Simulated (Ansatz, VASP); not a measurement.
Two plane-wave programs on Ga4SbAs3

```
CELL_PARAMETERS angstrom
4.14844 0.00000 0.00000
0.00000 4.14844 0.00000
0.00000 0.00000 11.72929
ATOMIC_POSITIONS crystal
Ga 0.50000 0.00000 0.63853
Ga 0.00000 0.50000 0.87965
Ga 0.50000 0.00000 0.12036
Ga 0.00000 0.50000 0.36147
Sb 0.00000 0.00000 0.50000
As 0.00000 0.00000 0.00000
As 0.50000 0.50000 0.24097
As 0.50000 0.50000 0.75904
```

Alike in both runs: functional PBE; k mesh 10 × 10 × 4; occupations gaussian, width 0.1 eV; no spin polarisation.

Ansatz relaxed the structure, and its values are those at the end. VASP's run is a single point on that final structure, the one shown.

```csv
,VASP,Ansatz
version,VASP 6.6.1,Ansatz 0.2.0
potentials or method,"VASP PAW PBE potentials, release 64 (Ga_d, Sb, As), cutoff 520 eV","scalar-relativistic, plane waves, PAW"
valence electrons in the cell,72,112
```

VASP gave:

* gap on the k mesh at the Fermi level (eV): none
* pressure (GPa): 0.1

Problem. Which values does Ansatz return?

Solution. gap on the k mesh at the Fermi level (eV): none; pressure (GPa): 0.0.

A gap of «none» marks a metal or a gap that the smearing closes. VASP's potentials hold 72 valence electrons a cell and Ansatz's 112, so a difference there can come from the potentials and not from the codes.

Spin-orbit coupling is off throughout.
